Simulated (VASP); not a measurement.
# MgSe (Fm-3m) in VASP: notebook, part 2 of 2

VASP 6.6.1. The steps go on from the part before.

## 4. Single point, PBE

This run uses another cell than the first one, of 20.25 Å³/atom, 1.101 times its volume.

INCAR reads:

```
ALGO = Normal ; EDIFF = 1E-6
ENCUT = 600 ; GGA = PE
GGA_COMPAT = F ; ISIF = 2
ISMEAR = 0 ; LASPH = T
LCHARG = F ; LREAL = F
LWAVE = F ; NBANDS = 11
NELM = 120 ; PREC = Accurate
SIGMA = 0.02
```

KPOINTS reads:

```
k-points
0
Gamma
  8 8 8
```

POSCAR reads:

```
MgSe
1.0
    0.0000000000      2.7255000000      2.7255000000
    2.7255000000      0.0000000000      2.7255000000
    2.7255000000      2.7255000000      0.0000000000
Mg Se
1 1
Direct
    0.0000000000      0.0000000000      0.0000000000
    0.5000000000      0.5000000000      0.5000000000
```

Potentials or basis: VASP PAW PBE potentials, release 64 (Mg, Se).

The run is started by

```console
cat potpaw_PBE.64/Mg/POTCAR potpaw_PBE.64/Se/POTCAR > POTCAR
mpirun -np 1 vasp_std > vasp.out
```

OUTCAR:

```text
EDIFF = 1E-6
   ENCUT = 600
   GGA = PE
   ISIF = 2
   ISMEAR = 0
   LASPH = T
   LREAL = F
   NELM = 120
   PREC = Accurate

 ion  position               nearest neighbor table
   1  0.000  0.000  0.000-   2 2.73   2 2.73   2 2.73   2 2.73   2 2.73   2 2.73
   2  0.500  0.500  0.500-   1 2.73   1 2.73   1 2.73   1 2.73   1 2.73   1 2.73

  LATTYP: Found a face centered cubic cell.
 ALAT       =     5.4510000000

  Lattice vectors:

 A1 = (   0.0000000000,   2.7255000000,   2.7255000000)
 A2 = (   2.7255000000,   0.0000000000,   2.7255000000)
 A3 = (   2.7255000000,   2.7255000000,   0.0000000000)

Analysis of symmetry for initial positions (statically):
=====================================================================
 Subroutine PRICEL returns:
 Original cell was already a primitive cell.

 Routine SETGRP: Setting up the symmetry group for a
 face centered cubic supercell.

 Subroutine GETGRP returns: Found 48 space group operations
 (whereof 48 operations were pure point group operations)
 out of a pool of 48 trial point group operations.

The static configuration has the point symmetry O_h .

Analysis of symmetry for dynamics (positions and initial velocities):
[... 170 lines left out ...]
      3       3.2284      2.00000
      4       3.2284      2.00000
      5       5.8256      0.00000
      6      10.6399      0.00000
      7      10.6399      0.00000
      8      10.6399      0.00000
      9      13.1982      0.00000
     10      13.1982      0.00000
     11      14.2068      0.00000
[... 309 lines left out ...]
 k-point    24 :      -0.3750    0.2500    0.1250
  band No.  band energies     occupation
      1      -8.4246      2.00000
      2      -1.2045      2.00000
      3       0.9997      2.00000
      4       2.0121      2.00000
      5       7.9700      0.00000
      6       8.6508      0.00000
      7      10.9890      0.00000
      8      12.3046      0.00000
      9      14.2992      0.00000
     10      14.9814      0.00000
     11      17.3399      0.00000

 [... further k-points ...]

------------------------ aborting loop because EDIFF is reached ----------------------------------------

  FORCE on cell =-STRESS in cart. coord.  units (eV):
  Direction    XX          YY          ZZ          XY          YZ          ZX
  --------------------------------------------------------------------------------------
  -------------------------------------------------------------------------------------
  Total        0.4820473      0.4820473      0.4820473     -0.0000000     -0.0000000      0.0000000
  in kB       19.0735562     19.0735562     19.0735562     -0.0000000     -0.0000000      0.0000000
  external PRESSURE =      19.0735562 kB  Pullay stress =       0.0000000 kB

 VOLUME and BASIS-vectors are now :
 -----------------------------------------------------------------------------
  energy-cutoff  :      600.00
  volume of cell :       40.49
      direct lattice vectors                 reciprocal lattice vectors
     0.000000000  2.725500000  2.725500000    -0.183452578  0.183452578  0.183452578
     2.725500000  0.000000000  2.725500000     0.183452578 -0.183452578  0.183452578
     2.725500000  2.725500000  0.000000000     0.183452578  0.183452578 -0.183452578

 POSITION                                       TOTAL-FORCE (eV/Angst)
 -----------------------------------------------------------------------------------
      0.00000      0.00000      0.00000        -0.000000     -0.000000     -0.000000
      2.72550      2.72550      2.72550         0.000000      0.000000      0.000000
 -----------------------------------------------------------------------------------
    total drift:                               -0.000000     -0.000000      0.000000

  FREE ENERGIE OF THE ION-ELECTRON SYSTEM (eV)
  ---------------------------------------------------
  free  energy   TOTEN  =        -7.4835201926 eV

  energy  without entropy=       -7.4835201926  energy(sigma->0) =       -7.48352019
```

OSZICAR:

```text
N       E                     dE             d eps       ncg     rms          rms(c)
DAV:   1     0.255213252275E+02    0.25521E+02   -0.35973E+03   638   0.652E+02
DAV:   2    -0.610900087803E+01   -0.31630E+02   -0.30078E+02   826   0.101E+02
DAV:   3    -0.777491620840E+01   -0.16659E+01   -0.16631E+01   776   0.242E+01
DAV:   4    -0.778307511753E+01   -0.81589E-02   -0.81586E-02   724   0.205E+00
DAV:   5    -0.778312806257E+01   -0.52945E-04   -0.52945E-04   772   0.168E-01    0.298E+00
DAV:   6    -0.752630421366E+01    0.25682E+00   -0.44867E-01   692   0.251E+00    0.189E+00
DAV:   7    -0.748398662624E+01    0.42318E-01   -0.20576E-01   728   0.183E+00    0.945E-01
DAV:   8    -0.748360697933E+01    0.37965E-03   -0.97310E-03   698   0.524E-01    0.253E-01
DAV:   9    -0.748351139788E+01    0.95581E-04   -0.28777E-04   719   0.909E-02    0.117E-01
DAV:  10    -0.748352302726E+01   -0.11629E-04   -0.12957E-04   707   0.493E-02    0.232E-02
DAV:  11    -0.748351998988E+01    0.30374E-05   -0.18904E-05   728   0.175E-02    0.556E-03
DAV:  12    -0.748352019265E+01   -0.20277E-06   -0.62782E-07   396   0.473E-03
   1 F= -.74835202E+01 E0= -.74835202E+01  d E =-.143181E-12
```

stdout:

```text
POSCAR found type information on POSCAR MgSe
 POSCAR found :  2 types and       2 ions
 scaLAPACK will be used
 LDA part: xc-table for (Slater+PW92), standard interpolation
 POSCAR, INCAR and KPOINTS ok, starting setup
 FFT: planning ... GRIDC
 FFT: planning ... GRID_SOFT
 FFT: planning ... GRID
 WAVECAR not read
 entering main loop
```

It took 7 s on 1 thread of Intel Xeon 6975P-C (Granite Rapids), shared host; peak memory 0.17 GiB.

What came out:

```yaml
Free_energy: -7.4835 eV
Pressure: 1.9 GPa
Band_gap_on_the_k_mesh: 1.80 eV, indirect (least direct gap 2.60 eV)
```

A k mesh can miss the band edges.

## 5. Single point, PBE

INCAR reads:

```
SYSTEM = MgSe
ALGO = Normal ; EDIFF = 1E-6
ENCUT = 600 ; GGA = PE
GGA_COMPAT = .FALSE. ; ISIF = 2
ISMEAR = 0 ; LASPH = .TRUE.
LCHARG = .FALSE. ; LREAL = .FALSE.
LWAVE = .FALSE. ; NBANDS = 11
NELM = 120 ; PREC = Accurate
SIGMA = 0.02
```

KPOINTS reads:

```
k-points
0
G
  8 8 8
  0 0 0
```

POSCAR reads:

```
MgSe
1.0
    0.0000000000      2.7266488066      2.7266488066
    2.7266488066      0.0000000000      2.7266488066
    2.7266488066      2.7266488066      0.0000000000
Mg Se
1 1
Direct
    0.0000000000      0.0000000000      0.0000000000
    0.5000000000      0.5000000000      0.5000000000
```

The run is started by

```console
cat potpaw_PBE.64/Mg/POTCAR potpaw_PBE.64/Se/POTCAR > POTCAR
mpirun -np 1 vasp_std > vasp.out
```

Run time: 7.1 s. Hardware: 1 thread of Intel Xeon 6975P-C (Granite Rapids), shared host; peak memory 0.17 GiB.

It converged, with:

* Free energy: -7.4841 eV
* Pressure: 1.8 GPa
* Band gap on the k mesh: 1.80 eV, indirect (least direct gap 2.59 eV)

Levels at points of the mesh, in eV from the valence-band top:
```csv
k point,band 1,band 2,band 3,band 4,band 5,band 6,band 7,band 8,band 9
"(0.00, 0.00, 0.00)",-12.94,0.00,0.00,0.00,2.59,7.41,7.41,7.41,9.97
"(0.50, 0.00, 0.00)",-11.82,-4.94,-0.58,-0.58,3.83,6.10,6.10,8.62,11.44
"(0.50, 0.50, 0.00)",-11.50,-4.26,-1.78,-1.78,1.80,3.96,11.74,12.17,12.17
```

## 6. The runs side by side

```csv
cell,gap on the mesh (eV),pressure (GPa)
"a = 3.733 Å, angles 60.0°, 2 atoms",1.96,10.0
"a = 3.775 Å, angles 60.0°, 2 atoms",1.91,6.8
"a = 3.854 Å, angles 60.0°, 2 atoms",1.80,1.9
"a = 3.856 Å, angles 60.0°, 2 atoms",1.80,1.8
```

Alike in all rows: task single point; level PBE; potentials or basis VASP PAW PBE potentials, release 64 (Mg, Se); no spin polarisation; k mesh 8 × 8 × 8; cutoff (eV) 600; smearing gaussian 0.02 eV.

Absolute energies hang on the potentials; compare differences alone.
